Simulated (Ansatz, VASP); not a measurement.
## Two plane-wave programs on Cu

The input POSCAR:

```
Cu
1.0
    2.3846762670      0.0000000000      0.0000000000
   -1.1923381335      2.0651902270      0.0000000000
    0.0000000000      0.0000000000      4.6440929788
Cu
2
Direct
    0.3333333333      0.6666666667      0.2500000000
    0.6666666667      0.3333333333      0.7500000000
```

INCAR.step1

```
SYSTEM = Cu
ALGO     = Normal         ! electronic algorithm
EDIFF    = 1E-4           ! SCF threshold, eV
ENCUT    = 520            ! plane-wave cutoff, eV
GGA      = PE             ! functional
ISMEAR   = 0              ! smearing method
LASPH    = .True.         ! aspherical terms in the spheres
LCHARG   = .False.        ! write CHGCAR
LREAL    = .False.        ! projectors in reciprocal space
LWAVE    = .True.         ! write WAVECAR
NBANDS   = 18             ! bands
NELM     = 100            ! most SCF steps
PREC     = Accurate       ! precision mode
SIGMA    = 0.15           ! smearing width, eV
```

INCAR.step2

```
SYSTEM = Cu
ALGO     = Normal         ! electronic algorithm
EDIFF    = 1E-6           ! SCF threshold, eV
ENCUT    = 520            ! plane-wave cutoff, eV
ISIF     = 2              ! what is computed and relaxed
ISMEAR   = 0              ! smearing method
ISTART   = 1            
LASPH    = .True.         ! aspherical terms in the spheres
LCHARG   = .False.        ! write CHGCAR
LMIXTAU  = .True.       
LREAL    = .False.        ! projectors in reciprocal space
LWAVE    = .False.        ! write WAVECAR
METAGGA  = R2SCAN         ! meta-GGA
NBANDS   = 18             ! bands
NELM     = 100            ! most SCF steps
PREC     = Accurate       ! precision mode
SIGMA    = 0.15           ! smearing width, eV
```

Contents of KPOINTS:

```
k-points
0
Gamma
  24 24 14
  0 0 0
```

Input for Ansatz:

```yaml
crystal:
  lattice:
    - [2.384676267, 0.0, 0.0]
    - [-1.1923381335, 2.065190227, 0.0]
    - [0.0, 0.0, 4.6440929788]
  atoms:
    - { symbol: Cu, position: [0.3333333333, 0.6666666667, 0.25] }
    - { symbol: Cu, position: [0.6666666667, 0.3333333333, 0.75] }
basis:
  ecutwfc: 500
kpoints:
  mp_grid: { grid: [24, 24, 14] }
hamiltonian:
  xc: r2scan
scf:
  occupations: { method: gaussian, width: 0.15 }
output:
  forces: true
  stress: true
  eigenvalues: true
```

Alike in both runs: task single point; functional r2SCAN; k mesh 24 × 24 × 14; occupations gaussian, width 0.15 eV; no spin polarisation.

```csv
,VASP,Ansatz
version,VASP 6.6.1,Ansatz 0.2.0
potentials or method,"VASP PAW PBE potentials, release 64 (Cu), cutoff 520 eV","scalar-relativistic, plane waves, PAW"
valence electrons in the cell,22,38
```

|  | VASP | Ansatz | Ansatz less VASP |
| --- | --- | --- | --- |
| gap on the k mesh at the Fermi level (eV) | none | none | - |
| pressure (GPa) | 7.3 | 6.7 | -0.68 |
| traceless stress, the component that is largest in VASP (GPa) | -23.08 | -22.93 | +0.153 |

VASP's potentials were made for PBE, not for r2SCAN. A gap of «none» marks a metal or a gap that the smearing closes. VASP's potentials hold 22 valence electrons a cell and Ansatz's 38, so a difference there can come from the potentials and not from the codes.
